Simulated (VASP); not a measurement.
**Au: single point with PBEsol**

Crystal: Au.

```
Au
1.0
     3.04762    0.00000    0.00000
     0.00000    3.04762    0.00000
     0.00000    0.00000    3.35886
Au
2
Direct
  0.00000 0.00000 0.00000
  0.50000 0.50000 0.50000
```

This cell differs from its parent crystal: biaxial strain in the a-b plane: -6.0 %.

```
Program                : VASP 6.6.1
Task                   : single point
Functional             : PBEsol
Potentials or basis    : VASP PAW PBE potentials, release 64 (Au)
Cutoff                 : 520 eV
k mesh                 : 16 × 16 × 16
Occupations            : gaussian, width 0.1 eV
Spin                   : no spin polarisation
Dipole correction      : no
Further INCAR settings : ALGO = Fast; EDIFF = 1e-06; NBANDS = 18
```

The pressure is 19.7 GPa. The band gap on the k mesh is zero (band 11 reaches 14.65 eV, above the bottom of band 12 at 7.95 eV).

Stress tensor (GPa, compression positive):
```
19.32  0.00  0.00
 0.00 19.32  0.00
 0.00  0.00 20.57
```

Levels at points of the mesh, in eV from the Fermi level:
```
           k point  band 7  band 8  band 9  band 10  band 11  band 12  band 13  band 14  band 15  band 16
(0.00, 0.00, 0.00)   -3.64   -2.84   -1.92    -1.68    -1.68     4.47     7.35     7.35    10.34    15.42
(0.50, 0.00, 0.00)   -4.53   -4.53   -3.79    -3.79    -1.58    -1.58    12.42    12.42    13.46    13.46
(0.50, 0.50, 0.00)   -2.58   -2.58   -1.23    -1.23    -0.66    -0.66     4.72     4.72    11.58    11.58
(0.00, 0.00, 0.50)   -4.42   -4.42   -3.52    -3.52    -2.89    -2.89    14.17    14.17    14.82    14.82
(0.50, 0.00, 0.50)   -2.74   -2.74   -1.42    -1.42    -1.28    -1.28     3.87     3.87    12.81    12.81
(0.50, 0.50, 0.50)   -3.09   -3.09   -2.56    -2.56     3.33     3.33     7.27     7.27     7.27     7.27
```

Run time: 110 s on 1 thread of Intel(R) Xeon(R) Platinum 8259CL CPU @ 2.50GHz (Skylake/Cascade Lake), on a shared host, peak memory 0.29 GiB.

Caveat: the cell differs from its parent crystal (biaxial strain in the a-b plane: -6.0 %); the PAW data sets were made with another functional, which shifts forces and pressure a little; spin-orbit coupling is left out, which moves the levels of the heavy elements.
